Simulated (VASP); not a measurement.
# InAs (F-43m) in VASP: further runs

The runs below take InAs through single point, with r2SCAN0, r2SCAN50.

Everything below comes from runs of VASP 6.6.1. Logs are shortened: lines on timing, memory, paths and dates and some standing lists are left out, and cuts for length are marked.

### Step 1. The cell of the first run

The structure is cubic, space group F-43m (No. 216). The conventional cell has a = 6.076 Å, b = 6.076 Å, c = 6.076 Å, α = 90.00°, β = 90.00°, γ = 90.00°. Within 3.5 Å of In (site symmetry -43m) lie 4 As at 2.63 Å. As (site symmetry -43m) has 4 In at 2.63 Å within 3.5 Å.

### Step 2. Single point, r2SCAN0

File POSCAR:

```
InAs
1.0
    0.0000000000      3.0379873375      3.0379873375
    3.0379873375      0.0000000000      3.0379873375
    3.0379873375      3.0379873375      0.0000000000
In As
1 1
Direct
    0.0000000000      0.0000000000      0.0000000000
    0.7500000000      0.7500000000      0.7500000000
```

File INCAR.step1:

```
PREC = Accurate ; ENCUT = 520
EDIFF = 1E-5 ; ISMEAR = -1
SIGMA = 0.05 ; LREAL = False
LASPH = True ; NELM = 100
ALGO = Normal ; ISIF = 2
LWAVE = True ; NBANDS = 16
GGA = PE
```

File INCAR.step2:

```
PREC = Accurate ; ENCUT = 520
EDIFF = 1E-6 ; ISMEAR = -1
SIGMA = 0.05 ; LREAL = False
LASPH = True ; NELM = 100
ALGO = Normal ; ISIF = 2
LWAVE = False ; LCHARG = True
METAGGA = R2SCAN ; LHFCALC = True
AEXX = 0.25 ; LMIXTAU = True
PRECFOCK = Normal ; LELF = True
LVHAR = True ; NBANDS = 16
ISTART = 1
```

File KPOINTS:

```
Automatic mesh
0
Gamma
  4 4 4
```

Potentials or basis: VASP PAW PBE potentials, release 64 (In_d, As).

On the command line:

```console
> cat potpaw_PBE.64/In_d/POTCAR potpaw_PBE.64/As/POTCAR > POTCAR
> cp INCAR.step1 INCAR
> mpirun -np 1 vasp_std > vasp.out
> cp INCAR.step2 INCAR
> mpirun -np 1 vasp_std > vasp.out
```

OUTCAR:

```text
PREC = Accurate
   ENCUT = 520
   EDIFF = 1E-6
   ISMEAR = -1
   LREAL = False
   LASPH = True
   NELM = 100
   ISIF = 2
   METAGGA = R2SCAN
   LHFCALC = True
   AEXX = 0.25
   PRECFOCK = Normal
   ISTART = 1

 ion  position               nearest neighbor table
   1  0.000  0.000  0.000-   2 2.63   2 2.63   2 2.63   2 2.63
   2  0.750  0.750  0.750-   1 2.63   1 2.63   1 2.63   1 2.63

  LATTYP: Found a face centered cubic cell.
 ALAT       =     6.0759746750

  Lattice vectors:

 A1 = (   0.0000000000,   3.0379873375,   3.0379873375)
 A2 = (   3.0379873375,   0.0000000000,   3.0379873375)
 A3 = (   3.0379873375,   3.0379873375,   0.0000000000)

Analysis of symmetry for initial positions (statically):
=====================================================================
 Subroutine PRICEL returns:
 Original cell was already a primitive cell.

 Routine SETGRP: Setting up the symmetry group for a
 face centered cubic supercell.

 Subroutine GETGRP returns: Found 24 space group operations
 (whereof 24 operations were pure point group operations)
 out of a pool of 48 trial point group operations.

The static configuration has the point symmetry T_d .

Analysis of symmetry for dynamics (positions and initial velocities):
=====================================================================
 Subroutine PRICEL returns:
 Original cell was already a primitive cell.

 Routine SETGRP: Setting up the symmetry group for a
 face centered cubic supercell.

 Subroutine GETGRP returns: Found 24 space group operations
 (whereof 24 operations were pure point group operations)
 out of a pool of 48 trial point group operations.

The dynamic configuration has the point symmetry T_d .

 Subroutine INISYM returns: Found 24 space group operations
 (whereof 24 operations are pure point group operations),
 and found     1 'primitive' translations

----------------------------------------------------------------------------------------

                                     Primitive cell
[... 72 lines left out ...]
   ENCUT  =  520.0 eV  38.22 Ry    6.18 a.u.   7.99  7.99  7.99*2*pi/ulx,y,z
   NELM   =    100;   NELMIN=  2; NELMDL=  0     # of ELM steps
   EDIFF  = 0.1E-05   stopping-criterion for ELM
   LREAL  =      F    real-space projection
   EDIFFG = 0.1E-04   stopping-criterion for IOM
   NSW    =      0    number of steps for IOM
   IBRION =     -1    ionic relax: 0-MD 1-quasi-New 2-CG
   NFREE  =      0    steps in history (QN), initial steepest desc. (CG)
   ISIF   =      2    stress and relaxation
   ISYM   =      3    0-nonsym 1-usesym 2-fastsym
   POTIM  = 0.5000    time-step for ionic-motion
   TEBEG  =    0.0;   TEEND  =   0.0 temperature during run
   PSTRESS=    0.0 pullay stress
   NELECT =      18.0000    total number of electrons
   NUPDOWN=      -1.0000    fix difference up-down
   EMIN   =  10.00;   EMAX   =-10.00  energy-range for DOS
   EFERMI =   0.00;   METHOD = LEGACY
   ISMEAR =    -1;   SIGMA  =   0.05  broadening in eV -4-tet -1-fermi 0-gaus
   EFERMI_NEDOS =   21; number of points for ismear=-14 and -15
   IALGO  =     38    algorithm
   IMIX   =      1    mixing-type and parameters
     AMIX     =   0.40;   BMIX     =  1.00
     AMIX_MAG =   1.60;   BMIX_MAG =  1.00
  volume/ion in A,a.u.               =      28.04       189.21
  Fermi-wavevector in a.u.,A,eV,Ry     =   1.120907  2.118208 17.094812  1.256433
  Thomas-Fermi vector in A             =   2.257557
   LORBIT       =      0    0 simple, 1 ext, 2 COOP (PROOUT), +10 PAW based schemes
   METAGGA = R2SCAN    functional components
   LHFCALC =     T    Hartree Fock is set to
   PRECFOCK=normal    Normal, Fast or Accurate (Low or Medium for compatibility)
   ENCUT4O =  -1.0   cutoff for four orbital integrals eV
   NKREDX  =     1    reduce k-point grid by
   NKREDY  =     1    reduce k-point grid by
   NKREDZ  =     1    reduce k-point grid by
   AEXX    =    0.2500 exact exchange contribution
   HFSCREEN=    0.0000 screening length (either q_TF or 0.3 A-1)
   HFSCREENC=   0.0000 screening length for correlation (either q_TF or 0.3 A-1)
   ENCUTFOCK=  -1.0 apply spherical cutoff to Coloumb kernel
   IVDW    =     0    specifies the selected vdW correction
   LEPSILON=     F    determine dielectric tensor
   LRPA    =     F    only Hartree local field effects (RPA)
 non-spin polarized calculation
  energy-cutoff  :      520.00
  volume of cell :       56.08
 maximum number of plane-waves:      1540
  NGX = 24; NGY = 24; NGZ = 24

 number of electron      17.9999991 magnetization

 Free energy of the ion-electron system (eV)
  ---------------------------------------------------
  ext. energy  EPLUGINS =         0.00000000
  ---------------------------------------------------
  free energy    TOTEN  =       -33.02938043 eV

  energy without entropy =      -33.02938038  energy(sigma->0) =      -33.02938040

 E-fermi :   4.2041     XC(G=0):  -7.4968

 val. band max:        3.4633773068   @ k =   0.0000   0.0000   0.0000
 cond. band min:       4.8898404739   @ k =   0.0000   0.0000   0.0000
 fundamental gap:      1.4264631672
 Fermi energy:         4.2040854913

 k-point     1 :       0.0000    0.0000    0.0000
  band No.  band energies     occupation
      1     -13.0451      2.00000
      2     -13.0451      2.00000
      3     -13.0451      2.00000
      4     -12.9040      2.00000
      5     -12.9040      2.00000
      6      -9.8145      2.00000
[... 129 lines left out ...]
      3     -12.9690      2.00000
      4     -12.9203      2.00000
      5     -12.8962      2.00000
      6      -7.5454      2.00000
[... 8 lines left out ...]
     15      17.3249      0.00000
     16      17.4061      0.00000

------------------------ aborting loop because EDIFF is reached ----------------------------------------

  FORCE on cell =-STRESS in cart. coord.  units (eV):
  Direction    XX          YY          ZZ          XY          YZ          ZX
  --------------------------------------------------------------------------------------
  -------------------------------------------------------------------------------------
  Total       -0.1983323     -0.1983323     -0.1983323      0.0000000     -0.0000000      0.0000000
  in kB       -5.6665178     -5.6665178     -5.6665178      0.0000000     -0.0000000      0.0000000
  external PRESSURE =      -5.6665178 kB  Pullay stress =       0.0000000 kB

 VOLUME and BASIS-vectors are now :
 -----------------------------------------------------------------------------
  energy-cutoff  :      520.00
  volume of cell :       56.08
      direct lattice vectors                 reciprocal lattice vectors
     0.000000000  3.037987338  3.037987338    -0.164582648  0.164582648  0.164582648
     3.037987338  0.000000000  3.037987338     0.164582648 -0.164582648  0.164582648
     3.037987338  3.037987338  0.000000000     0.164582648  0.164582648 -0.164582648

 POSITION                                       TOTAL-FORCE (eV/Angst)
 -----------------------------------------------------------------------------------
      0.00000      0.00000      0.00000         0.000000      0.000000      0.000000
      4.55698      4.55698      4.55698        -0.000000     -0.000000     -0.000000
 -----------------------------------------------------------------------------------
    total drift:                                0.000010      0.000001     -0.000011

  FREE ENERGIE OF THE ION-ELECTRON SYSTEM (eV)
  ---------------------------------------------------
  free  energy   TOTEN  =       -33.0293804294 eV

  energy  without entropy=      -33.0293803767  energy(sigma->0) =      -33.02938040
```

OSZICAR.step1:

```text
N       E                     dE             d eps       ncg     rms          rms(c)
DAV:   1     0.115689279001E+03    0.11569E+03   -0.83645E+03   256   0.119E+03
DAV:   2     0.333307488866E+00   -0.11536E+03   -0.10901E+03   288   0.287E+02
DAV:   3    -0.764278374206E+01   -0.79761E+01   -0.79441E+01   312   0.745E+01
DAV:   4    -0.784281070752E+01   -0.20003E+00   -0.19987E+00   344   0.133E+01
DAV:   5    -0.785291263228E+01   -0.10102E-01   -0.10102E-01   336   0.264E+00    0.448E+00
DAV:   6    -0.758079806158E+01    0.27211E+00   -0.42028E-01   408   0.104E+01    0.249E+00
DAV:   7    -0.755465453934E+01    0.26144E-01   -0.12368E-01   360   0.297E+00    0.753E-01
DAV:   8    -0.755640303659E+01   -0.17485E-02   -0.14034E-02   320   0.129E+00    0.188E-01
DAV:   9    -0.755717205590E+01   -0.76902E-03   -0.10622E-03   288   0.256E-01    0.110E-01
DAV:  10    -0.755735919800E+01   -0.18714E-03   -0.20450E-04   320   0.200E-01    0.567E-02
DAV:  11    -0.755741437343E+01   -0.55175E-04   -0.12803E-04   296   0.118E-01    0.357E-02
DAV:  12    -0.755741548699E+01   -0.11136E-05   -0.48737E-06   264   0.263E-02
   1 F= -.75574155E+01 E0= -.75559133E+01  d E =-.300428E-02
```

Wall time 6.3 min (1 thread of Intel Xeon Platinum 8259CL at 2.50GHz (Skylake/Cascade Lake), shared host); peak memory 0.19 GiB.

What came out:

```yaml
Free_energy: -33.0294 eV
Pressure: -0.6 GPa
Band_gap_on_the_k_mesh: 1.43 eV
```

Levels at points of the mesh, in eV from the valence-band top:
| k point | band 5 | band 6 | band 7 | band 8 | band 9 | band 10 | band 11 | band 12 | band 13 | band 14 |
| --- | --- | --- | --- | --- | --- | --- | --- | --- | --- | --- |
| (0.00, 0.00, 0.00) | -16.37 | -13.28 | 0.00 | 0.00 | 0.00 | 1.43 | 5.62 | 5.62 | 5.62 | 9.45 |
| (0.50, 0.00, 0.00) | -16.36 | -11.67 | -6.32 | -1.08 | -1.08 | 2.55 | 6.40 | 6.40 | 8.66 | 11.14 |
| (0.50, 0.50, 0.00) | -16.35 | -11.06 | -6.38 | -2.55 | -2.55 | 3.01 | 3.62 | 11.36 | 11.56 | 11.56 |

Caveat: the k points lie up to 0.45 Å⁻¹ apart; the PAW data sets were made with another functional, which shifts forces and pressure a little; spin-orbit coupling is left out, which moves the levels of the heavy elements.

### Step 3. Single point, r2SCAN50

This run uses another cell than the first one, of 25.84 Å³/atom.

File POSCAR:

```
InAs
1.0
    0.0000000000      2.9563908761      2.9563908761
    2.9563908761      0.0000000000      2.9563908761
    2.9563908761      2.9563908761      0.0000000000
In As
1 1
Direct
    0.0000000000      0.0000000000      0.0000000000
    0.7500000000      0.7500000000      0.7500000000
```

File INCAR.step1:

```
ALGO     = Normal         # electronic algorithm
EDIFF    = 1E-5           # SCF threshold, eV
ENCUT    = 520            # plane-wave cutoff, eV
GGA      = PE             # functional
ISIF     = 2              # what is computed and relaxed
ISMEAR   = -1             # smearing method
LASPH    = True           # aspherical terms in the spheres
LCHARG   = False          # write CHGCAR
LREAL    = False          # projectors in reciprocal space
LWAVE    = True           # write WAVECAR
NBANDS   = 16             # bands
NELM     = 60             # most SCF steps
PREC     = Accurate       # precision mode
SIGMA    = 0.05           # smearing width, eV
```

File INCAR.step2:

```
AEXX     = 0.5            # exact-exchange fraction
ALGO     = Normal         # electronic algorithm
EDIFF    = 1E-6           # SCF threshold, eV
ENCUT    = 520            # plane-wave cutoff, eV
ISIF     = 2              # what is computed and relaxed
ISMEAR   = -1             # smearing method
ISTART   = 1            
LASPH    = True           # aspherical terms in the spheres
LCHARG   = False          # write CHGCAR
LHFCALC  = True           # exact exchange
LMIXTAU  = True         
LREAL    = False          # projectors in reciprocal space
LWAVE    = False          # write WAVECAR
METAGGA  = R2SCAN         # meta-GGA
NBANDS   = 16             # bands
NELM     = 60             # most SCF steps
PREC     = Accurate       # precision mode
PRECFOCK = Normal       
SIGMA    = 0.05           # smearing width, eV
```

File KPOINTS:

```
k-points
0
Gamma
  4 4 4
```

Potentials or basis: VASP PAW PBE potentials, release 64 (In_d, As).

On the command line:

```console
> cat potpaw_PBE.64/In_d/POTCAR potpaw_PBE.64/As/POTCAR > POTCAR
> cp INCAR.step1 INCAR
> mpirun -np 1 vasp_std > vasp.out
> cp INCAR.step2 INCAR
> mpirun -np 1 vasp_std > vasp.out
```

Run time: 8.1 min. Hardware: 1 thread of Intel Xeon Platinum 8259CL at 2.50GHz (Skylake/Cascade Lake), shared host; peak memory 0.2 GiB.

Results (log left out):

```
Free energy            : -28.1886 eV
Pressure               : 4.3 GPa
Band gap on the k mesh : 3.35 eV
```

Levels at points of the mesh, in eV from the valence-band top:
| k point | band 5 | band 6 | band 7 | band 8 | band 9 | band 10 | band 11 | band 12 | band 13 | band 14 |
| --- | --- | --- | --- | --- | --- | --- | --- | --- | --- | --- |
| (0.00, 0.00, 0.00) | -18.05 | -14.94 | 0.00 | 0.00 | 0.00 | 3.35 | 7.11 | 7.11 | 7.11 | 11.39 |
| (0.50, 0.00, 0.00) | -18.04 | -12.92 | -7.28 | -1.29 | -1.29 | 4.17 | 7.91 | 7.91 | 10.24 | 13.33 |
| (0.50, 0.50, 0.00) | -18.03 | -12.16 | -7.25 | -3.05 | -3.05 | 4.14 | 4.99 | 13.72 | 13.99 | 13.99 |

Caveat: the k points lie up to 0.46 Å⁻¹ apart; the PAW data sets were made with another functional, which shifts forces and pressure a little; spin-orbit coupling is left out, which moves the levels of the heavy elements.

### Step 4. Single point, r2SCAN50

This run uses another cell than the first one, of 26.39 Å³/atom.

File POSCAR:

```
InAs
1.0
    0.0000000000      2.9772112161      2.9772112161
    2.9772112161      0.0000000000      2.9772112161
    2.9772112161      2.9772112161      0.0000000000
In As
1 1
Direct
    0.0000000000      0.0000000000      0.0000000000
    0.7500000000      0.7500000000      0.7500000000
```

File INCAR.step1:

```
  PREC = Accurate
  ENCUT = 520
  EDIFF = 1E-5
  ISMEAR = -1
  SIGMA = 0.05
  LREAL = F
  LASPH = T
  NELM = 100
  ALGO = Normal
  ISIF = 2
  LWAVE = T
  GGA = PE
  NBANDS = 16
```

File INCAR.step2:

```
  PREC = Accurate
  ENCUT = 520
  EDIFF = 1E-6
  ISMEAR = -1
  SIGMA = 0.05
  LREAL = F
  LASPH = T
  NELM = 100
  ALGO = Normal
  ISIF = 2
  LWAVE = F
  LCHARG = T
  METAGGA = R2SCAN
  LHFCALC = T
  AEXX = 0.5
  LMIXTAU = T
  PRECFOCK = Normal
  LELF = T
  LVHAR = T
  ISTART = 1
  NBANDS = 16
```

File KPOINTS:

```
Automatic mesh
0
Gamma
  4 4 4
```

On the command line:

```console
> cat potpaw_PBE.64/In_d/POTCAR potpaw_PBE.64/As/POTCAR > POTCAR
> cp INCAR.step1 INCAR
> mpirun -np 1 vasp_std > vasp.out
> cp INCAR.step2 INCAR
> mpirun -np 1 vasp_std > vasp.out
```

Wall time 8.5 min (1 thread of Intel Xeon Platinum 8259CL at 2.50GHz (Skylake/Cascade Lake), shared host); peak memory 0.19 GiB.

It converged, with:

```yaml
Free_energy: -28.2120 eV
Pressure: 2.4 GPa
Band_gap_on_the_k_mesh: 3.20 eV
```

Levels at points of the mesh, in eV from the valence-band top:
```tsv
k point	band 7	band 8	band 9	band 10	band 11	band 12
(0.00, 0.00, 0.00)	0.00	0.00	0.00	3.20	7.09	7.09
(0.50, 0.00, 0.00)	-7.15	-1.25	-1.25	4.10	7.89	7.89
(0.50, 0.50, 0.00)	-7.14	-2.96	-2.96	4.17	4.98	13.54
```

Caveat: the k points lie up to 0.46 Å⁻¹ apart; the PAW data sets were made with another functional, which shifts forces and pressure a little; spin-orbit coupling is left out, which moves the levels of the heavy elements.

### Step 5. Overview

| level | cell | share of exact exchange | gap on the mesh (eV) | pressure (GPa) |
| --- | --- | --- | --- | --- |
| r2SCAN0 | a = 4.296 Å, angles 60.0°, 2 atoms | 0.25 | 1.43 | -0.6 |
| r2SCAN50 | a = 4.181 Å, angles 60.0°, 2 atoms | 0.5 | 3.35 | 4.3 |
| r2SCAN50 | a = 4.210 Å, angles 60.0°, 2 atoms | 0.5 | 3.20 | 2.4 |

Alike in all rows: task single point; potentials or basis VASP PAW PBE potentials, release 64 (In_d, As); no spin polarisation; k mesh 4 × 4 × 4; cutoff (eV) 520; smearing fermi-dirac 0.05 eV.

Caveats: all runs use coarse meshes; the PAW data sets were made with another functional, which shifts forces and pressure a little; spin-orbit coupling is left out, which moves the levels of the heavy elements.

Total energies depend on the potentials used, so only differences within one code and one set of settings carry meaning.
